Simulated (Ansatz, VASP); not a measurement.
**Two plane-wave programs on TiC**

```
CELL_PARAMETERS angstrom
-0.08115 2.16400 2.16400
2.16400 -0.08115 2.16400
2.08285 2.08285 0.00000
ATOMIC_POSITIONS crystal
Ti 0.00000 0.00000 0.00000
C 0.50000 0.50000 0.50000
```

Change from the starting cell: strain -0.0750 x Voigt [0, 0, 0, 0, 0, 1], atoms carried along.

Alike in both runs: task single point; functional r2SCAN; k mesh 18 × 18 × 18; occupations gaussian, width 0.15 eV; no spin polarisation.

```csv
,VASP,Ansatz
version,VASP 6.6.1,Ansatz 0.2.0
potentials or method,"VASP PAW PBE potentials, release 64 (Ti_sv, C), cutoff 520 eV","scalar-relativistic, plane waves, PAW"
valence electrons in the cell,16,16
```

```csv
,VASP,Ansatz,Ansatz less VASP
gap on the k mesh at the Fermi level (eV),none,none,-
pressure (GPa),1.3,0.3,-0.95
"traceless stress, the component that is largest in VASP (GPa)",14.05,14.02,-0.027
```

VASP's potentials were made for PBE, not for r2SCAN. A gap of «none» marks a metal or a gap that the smearing closes.
